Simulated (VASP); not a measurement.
Set up this calculation in VASP 6.6.1, as the native input.

* Task: single point
* Functional: r2SCAN
* Potentials or basis: VASP PAW PBE potentials, release 64 (Te, As)
* Cutoff: 520 eV
* k mesh: 8 × 8 × 8
* Occupations: gaussian, width 0.1 eV
* Spin: no spin polarisation
* Dipole correction: no
* Further INCAR settings: ALGO = Normal; EDIFF = 1e-06; NBANDS = 25

TeAs2:

```
Te As
1.0
    -3.55645    3.55645    2.94052
     3.55645   -3.55645    2.94052
     3.55645    3.55645   -2.94052
Te As
2 4
Direct
  0.75000 0.25000 0.50000
  0.00000 0.00000 0.00000
  0.37500 0.62500 0.25000
  0.37500 0.12500 0.75000
  0.37500 0.62500 0.75000
  0.87500 0.62500 0.25000
```

The input as run:

POSCAR

```
TeAs2
1.0
   -3.5564540000      3.5564540000      2.9405160000
    3.5564540000     -3.5564540000      2.9405160000
    3.5564540000      3.5564540000     -2.9405160000
Te As
2 4
Direct
    0.7500000000      0.2500000000      0.5000000000
    0.0000000000      0.0000000000      0.0000000000
    0.3750000000      0.6250000000      0.2500000000
    0.3750000000      0.1250000000      0.7500000000
    0.3750000000      0.6250000000      0.7500000000
    0.8750000000      0.6250000000      0.2500000000
```

INCAR.step1

```
PREC     = Accurate       # precision mode
ENCUT    = 520            # plane-wave cutoff, eV
ISMEAR   = 0              # smearing method
SIGMA    = 0.1            # smearing width, eV
LREAL    = F              # projectors in reciprocal space
LASPH    = T              # aspherical terms in the spheres
NELM     = 100            # most SCF steps
NBANDS   = 25             # bands
GGA      = PE             # functional
ALGO     = Normal         # electronic algorithm
EDIFF    = 1E-4           # SCF threshold, eV
LWAVE    = T              # write WAVECAR
LCHARG   = F              # write CHGCAR
```

INCAR.step2

```
PREC     = Accurate       # precision mode
ENCUT    = 520            # plane-wave cutoff, eV
EDIFF    = 1E-6           # SCF threshold, eV
ISMEAR   = 0              # smearing method
SIGMA    = 0.1            # smearing width, eV
LREAL    = F              # projectors in reciprocal space
LASPH    = T              # aspherical terms in the spheres
NELM     = 100            # most SCF steps
ALGO     = Normal         # electronic algorithm
ISIF     = 2              # what is computed and relaxed
LWAVE    = F              # write WAVECAR
LCHARG   = F              # write CHGCAR
METAGGA  = R2SCAN         # meta-GGA
LMIXTAU  = T            
NBANDS   = 25             # bands
ISTART   = 1
```

KPOINTS

```
regular mesh
0
Gamma
  8 8 8
```

Potentials or basis: VASP PAW PBE potentials, release 64 (Te, As).

The run is started by

```console
$ cat potpaw_PBE.64/Te/POTCAR potpaw_PBE.64/As/POTCAR > POTCAR
$ cp INCAR.step1 INCAR
$ mpirun -np 1 vasp_std > vasp.out
$ cp INCAR.step2 INCAR
$ mpirun -np 1 vasp_std > vasp.out
```

It gave:

| Quantity | Value |
| --- | --- |
| Pressure | -1.8 GPa |
| Band gap on the k mesh | zero (bands 16 and 17 overlap by 0.54 eV) |

Caveat: the PAW data sets were made with another functional, which shifts forces and pressure a little; spin-orbit coupling is left out, which moves the levels of the heavy elements.

It took 44 min on 1 thread of Intel Xeon 8259CL (shared host), peak memory 0.47 GiB.
